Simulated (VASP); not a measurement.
The system is CuO2.

```xyz
3
Lattice="0.0000 2.4441 2.4441 2.4441 0.0000 2.4441 2.4441 2.4441 0.0000" Properties=species:S:1:pos:R:3 pbc="T T T"
Cu    0.0000    0.0000    0.0000
O     1.2221    1.2221    1.2221
O     3.6662    3.6662    3.6662
```

Base run:

```yaml
Program: VASP 6.6.1
Functional: PBE
Potentials_or_basis: VASP PAW PBE potentials, release 64 (Cu, O)
Cutoff: 520 eV
k_mesh: 14 × 14 × 14
Occupations: gaussian, width 0.1 eV
Spin: collinear spin
Starting_moments: "[2.5, 0.0, 0.0] μB"
Hubbard_terms: Cu d U = 4.0 eV
```

Its results: pressure -2.9 GPa.

Question: The run is repeated on the same cell with these changes: spin from collinear spin to no spin polarisation; further incar settings from ALGO = Normal; EDIFF = 1e-06; NBANDS = 22 to ALGO = Normal; EDIFF = 1e-06; NBANDS = 18. What comes out?

Answer: Pressure -5.4 GPa.

Caveats: a cell with one magnetic atom can't hold antiferromagnetic order, which such compounds often take (at least some runs); the cell stands under tension (at least some runs); an odd number of electrons without spin polarisation forces a metal (at least some runs); a magnetic or distorted state may lie lower (at least some runs); U without spin polarisation on a metal has little footing (at least some runs).
